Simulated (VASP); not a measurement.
Runs of VASP 6.6.1 on Te2Mo. The structure is that of space group P-6m2 (No. 187), or close to it. The cells are those of the table. 

| cell | gap on the mesh (eV) | largest force (eV/Å) |
| --- | --- | --- |
| a = 3.495, b = 3.496, c = 17.504 Å, angles 90.1, 90.4, 120.0°, 3 atoms | (a) | 0.03 |
| a = 3.501, b = 3.502, c = 17.494 Å, angles 90.1, 90.4, 120.1°, 3 atoms | 1.18 | 0.03 |
| a = 3.520, b = 3.523, c = 17.396 Å, angles 90.0, 90.3, 120.1°, 3 atoms | 1.11 | 0.24 |
| a = 3.488, b = 3.489, c = 17.509 Å, angles 90.1, 90.4, 120.0°, 3 atoms | 1.21 | (b) |
| a = 3.519, b = 3.523, c = 17.403 Å, angles 90.1, 90.3, 120.1°, 3 atoms | (c) | 0.22 |

Alike in all rows: task single point; level PBEsol; potentials or basis VASP PAW PBE potentials, release 64 (Te, Mo_sv); no spin polarisation; k mesh 6 × 6 × 2; cutoff (eV) 520; smearing methfessel-paxton 0.1 eV.

Q: Estimate the missing entries.

A: (a) 1.19; (b) 0.02; (c) 1.12.

Caveats: the PAW data sets were made with another functional, which shifts forces and pressure a little; spin-orbit coupling is left out, which moves the levels of the heavy elements.

A k mesh can miss the band edges, and the runs leave out spin-orbit coupling on Mo, Te.
